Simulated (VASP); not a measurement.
# Os (Pm-3m) in VASP: notebook, part 2 of 2

VASP 6.6.1. Earlier steps stand in the parts before.

### Step 3. Density of states, PBE

This run uses another cell than the first one, of 16.74 Å³/atom, 1.190 times its volume.

The input, POSCAR:

```
Os
1.0
    2.5579363325      0.0000000000      0.0000000000
    0.0000000000      2.5579363325      0.0000000000
    0.0000000000      0.0000000000      2.5579363325
Os
1
Direct
    0.0000000000      0.0000000000      0.0000000000
```

The input, INCAR.step1:

```
  PREC = Accurate
  ENCUT = 520
  EDIFF = 1E-6
  ISMEAR = -1
  SIGMA = 0.08
  LREAL = F
  LASPH = T
  NELM = 60
  ALGO = Normal
  ISIF = 2
  LWAVE = F
  LCHARG = T
  LMAXMIX = 4
  GGA = PE
  NBANDS = 10
```

The input, KPOINTS.step1:

```
Automatic mesh
0
Gamma
  17 17 17
```

The input, INCAR.step2:

```
  PREC = Accurate
  ENCUT = 520
  EDIFF = 1E-6
  ISMEAR = -5
  SIGMA = 0.08
  LREAL = F
  LASPH = T
  NELM = 60
  ALGO = Normal
  ISIF = 2
  LWAVE = F
  LCHARG = F
  LMAXMIX = 4
  GGA = PE
  LORBIT = 11
  NBANDS = 10
  NEDOS = 2001
  ICHARG = 11
```

The input, KPOINTS.step2:

```
Automatic mesh
0
Gamma
  26 26 26
```

Potentials or basis: VASP PAW PBE potentials, release 64 (Os).

The run is started by

```console
$ cat potpaw_PBE.64/Os/POTCAR > POTCAR
$ cp INCAR.step1 INCAR
$ cp KPOINTS.step1 KPOINTS
$ mpirun -np 1 vasp_std > vasp.out
$ cp INCAR.step2 INCAR
$ cp KPOINTS.step2 KPOINTS
$ mpirun -np 1 vasp_std > vasp.out
```

OUTCAR:

```text
PREC = Accurate
   ENCUT = 520
   EDIFF = 1E-6
   ISMEAR = -5
   LREAL = F
   LASPH = T
   NELM = 60
   ISIF = 2
   GGA = PE
   LORBIT = 11
   ICHARG = 11

 ion  position               nearest neighbor table
   1  0.000  0.000  0.000-

  LATTYP: Found a simple cubic cell.
 ALAT       =     2.5579363325

  Lattice vectors:

 A1 = (   2.5579363325,   0.0000000000,   0.0000000000)
 A2 = (   0.0000000000,   2.5579363325,   0.0000000000)
 A3 = (   0.0000000000,   0.0000000000,   2.5579363325)

Analysis of symmetry for initial positions (statically):
=====================================================================
 Subroutine PRICEL returns:
 Original cell was already a primitive cell.

 Routine SETGRP: Setting up the symmetry group for a
 simple cubic supercell.

 Subroutine GETGRP returns: Found 48 space group operations
 (whereof 48 operations were pure point group operations)
 out of a pool of 48 trial point group operations.

The static configuration has the point symmetry O_h .

Analysis of symmetry for dynamics (positions and initial velocities):
=====================================================================
 Subroutine PRICEL returns:
 Original cell was already a primitive cell.

 Routine SETGRP: Setting up the symmetry group for a
 simple cubic supercell.

 Subroutine GETGRP returns: Found 48 space group operations
 (whereof 48 operations were pure point group operations)
 out of a pool of 48 trial point group operations.

The dynamic configuration has the point symmetry O_h .

 Subroutine INISYM returns: Found 48 space group operations
 (whereof 48 operations are pure point group operations),
 and found     1 'primitive' translations

----------------------------------------------------------------------------------------

                                     Primitive cell

  volume of cell :      16.7367

  direct lattice vectors                    reciprocal lattice vectors
     2.557936333  0.000000000  0.000000000     0.390940145  0.000000000  0.000000000
     0.000000000  2.557936333  0.000000000     0.000000000  0.390940145  0.000000000
     0.000000000  0.000000000  2.557936333     0.000000000  0.000000000  0.390940145

  length of vectors
     2.557936333  2.557936333  2.557936333     0.390940145  0.390940145  0.390940145

  position of ions in fractional coordinates (direct lattice)
     0.000000000  0.000000000  0.000000000

  ion indices of the primitive-cell ions
   primitive index   ion index
                 1           1

----------------------------------------------------------------------------------------

 KPOINTS: Automatic mesh

Automatic generation of k-mesh.
 Grid dimensions read from file:
 generate k-points for:   26   26   26

 Generating k-lattice:

  Cartesian coordinates                     Fractional coordinates (reciprocal lattice)
     0.015036159  0.000000000  0.000000000     0.038461538  0.000000000  0.000000000
     0.000000000  0.015036159  0.000000000     0.000000000  0.038461538  0.000000000
     0.000000000  0.000000000  0.015036159     0.000000000  0.000000000  0.038461538

  Length of vectors
     0.015036159  0.015036159  0.015036159

  Shift w.r.t. Gamma in fractional coordinates (k-lattice)
     0.000000000  0.000000000  0.000000000

 TETIRR: Found   8764 inequivalent tetrahedra from   105456

 Subroutine IBZKPT returns following result:
 ===========================================

 Found    560 irreducible k-points:

 Following reciprocal coordinates:
            Coordinates               Weight
  0.000000  0.000000  0.000000      1.000000
  0.038462  0.000000  0.000000      6.000000
  0.076923  0.000000  0.000000      6.000000
  0.115385  0.000000  0.000000      6.000000
  0.153846  0.000000  0.000000      6.000000
  0.192308  0.000000  0.000000      6.000000
[... 16 lines left out ...]
  0.346154  0.038462  0.000000     24.000000
  0.384615  0.038462  0.000000     24.000000
 [... further k-points ...]
   k-points           NKPTS =    560   k-points in BZ     NKDIM =    560   number of bands    NBANDS=     10
   number of dos      NEDOS =   2001   number of ions     NIONS =      1
   total plane-waves  NPLWV =   8000
   dimension x,y,z NGX =    20 NGY =   20 NGZ =   20
   dimension x,y,z NGXF=    40 NGYF=   40 NGZF=   40
   ions per type =               1
   NGX,Y,Z   is equivalent  to a cutoff of  13.00, 13.00, 13.00 a.u.
   NGXF,Y,Z  is equivalent  to a cutoff of  26.00, 26.00, 26.00 a.u.
 SYSTEM =  unknown system
   PREC   = accura    normal or accurate (medium, high low for compatibility)
   ISTART =      0    job   : 0-new  1-cont  2-samecut
   ICHARG =     11    charge: 1-file 2-atom 10-const
   ISPIN  =      1    spin polarized calculation?
   LNONCOLLINEAR =      F non collinear calculations
   LSORBIT =      F    spin-orbit coupling
   LASPH  =      T    aspherical Exc in radial PAW
   ENCUT  =  520.0 eV  38.22 Ry    6.18 a.u.   4.76  4.76  4.76*2*pi/ulx,y,z
   NELM   =     60;   NELMIN=  2; NELMDL=  0     # of ELM steps
   EDIFF  = 0.1E-05   stopping-criterion for ELM
   LREAL  =      F    real-space projection
   EDIFFG = 0.1E-04   stopping-criterion for IOM
   NSW    =      0    number of steps for IOM
   IBRION =     -1    ionic relax: 0-MD 1-quasi-New 2-CG
   NFREE  =      0    steps in history (QN), initial steepest desc. (CG)
   ISIF   =      2    stress and relaxation
   ISYM   =      2    0-nonsym 1-usesym 2-fastsym
   POTIM  = 0.5000    time-step for ionic-motion
   TEBEG  =    0.0;   TEEND  =   0.0 temperature during run
   PSTRESS=    0.0 pullay stress
   NELECT =       8.0000    total number of electrons
   NUPDOWN=      -1.0000    fix difference up-down
   EMIN   =  10.00;   EMAX   =-10.00  energy-range for DOS
   EFERMI =   0.00;   METHOD = LEGACY
   ISMEAR =    -5;   SIGMA  =   0.08  broadening in eV -4-tet -1-fermi 0-gaus
   EFERMI_NEDOS =   21; number of points for ismear=-14 and -15
   IALGO  =     38    algorithm
   IMIX   =      4    mixing-type and parameters
     AMIX     =   0.40;   BMIX     =  1.00
     AMIX_MAG =   1.60;   BMIX_MAG =  1.00
  volume/ion in A,a.u.               =      16.74       112.94
  Fermi-wavevector in a.u.,A,eV,Ry     =   1.280015  2.418878 22.292312  1.638439
  Thomas-Fermi vector in A             =   2.412467
   LORBIT       =     11    0 simple, 1 ext, 2 COOP (PROOUT), +10 PAW based schemes
   GGA     = PE    functional components
   LHFCALC =     F    Hartree Fock is set to
   AEXX    =    0.0000 exact exchange contribution
   IVDW    =     0    specifies the selected vdW correction
   LEPSILON=     F    determine dielectric tensor
   LRPA    =     F    only Hartree local field effects (RPA)
 non-spin polarized calculation
 Fermi weights with tetrahedron method with Bloechl corrections
  energy-cutoff  :      520.00
  volume of cell :       16.74
 maximum number of plane-waves:       468
 NGX is ok and might be reduce to    20

 number of electron       7.9999998 magnetization

 Free energy of the ion-electron system (eV)
  ---------------------------------------------------
  ext. energy  EPLUGINS =         0.00000000
  ---------------------------------------------------
  free energy    TOTEN  =        -9.73605212 eV

  energy without entropy =       -9.73605212  energy(sigma->0) =       -9.73605212

 E-fermi :   7.1854     XC(G=0): -12.8662

 val. band max:        7.3152080173   @ k =   0.4231   0.3462   0.0000
 cond. band min:       7.1152937524   @ k =   0.1923   0.1923   0.1923
 fundamental gap:     -0.1999142648
 Fermi energy:         7.1854238112

 k-point     1 :       0.0000    0.0000    0.0000
  band No.  band energies     occupation
      1      -2.2748      2.00000
      2       1.2364      2.00000
      3       1.2364      2.00000
      4       9.4109      0.00000
      5       9.4109      0.00000
      6       9.4109      0.00000
      7      22.6327      0.00000
      8      22.6327      0.00000
      9      22.6327      0.00000
     10      28.6772      0.00000
[... 287 lines left out ...]
 k-point    24 :       0.3846    0.0385    0.0000
  band No.  band energies     occupation
      1       0.5541      2.00000
      2       1.9957      2.00000
      3       5.1524      2.00000
      4       6.5212      2.00000
      5       6.6343      2.01688
      6       9.6434      0.00000
      7      14.6873      0.00000
      8      23.5422      0.00000
      9      27.4386      0.00000
     10      28.3502      0.00000

 [... further k-points ...]

------------------------ aborting loop because EDIFF is reached ----------------------------------------

  FORCE on cell =-STRESS in cart. coord.  units (eV):
  Direction    XX          YY          ZZ          XY          YZ          ZX
  --------------------------------------------------------------------------------------
  -------------------------------------------------------------------------------------
  Total       -0.0883489     -0.0883489     -0.0883489      0.0000000      0.0000000      0.0000000
  in kB       -8.4575108     -8.4575108     -8.4575108      0.0000000      0.0000000      0.0000000
  external PRESSURE =      -8.4575108 kB  Pullay stress =       0.0000000 kB

 VOLUME and BASIS-vectors are now :
 -----------------------------------------------------------------------------
  energy-cutoff  :      520.00
  volume of cell :       16.74
      direct lattice vectors                 reciprocal lattice vectors
     2.557936333  0.000000000  0.000000000     0.390940145  0.000000000  0.000000000
     0.000000000  2.557936333  0.000000000     0.000000000  0.390940145  0.000000000
     0.000000000  0.000000000  2.557936333     0.000000000  0.000000000  0.390940145

 POSITION                                       TOTAL-FORCE (eV/Angst)
 -----------------------------------------------------------------------------------
      0.00000      0.00000      0.00000         0.000000      0.000000      0.000000
 -----------------------------------------------------------------------------------
    total drift:                               -0.000000     -0.000000      0.000000

  FREE ENERGIE OF THE ION-ELECTRON SYSTEM (eV)
  ---------------------------------------------------
  free  energy   TOTEN  =        -9.7360521180 eV

  energy  without entropy=       -9.7360521180  energy(sigma->0) =       -9.73605212

 total charge

# of ion       s       p       d       tot
------------------------------------------
    1        0.697   0.535   6.054   7.286
```

It took 43 s on 1 thread of Intel Xeon Platinum 8488C (Sapphire Rapids), shared host; peak memory 0.22 GiB.

What came out:

| Item | Value |
| --- | --- |
| Valence electrons inside the program's atomic spheres | Os 7.29 |

Caveat: spin-orbit coupling is left out, which moves the levels of the heavy elements; tetrahedron occupations give inexact forces and stress in metals.
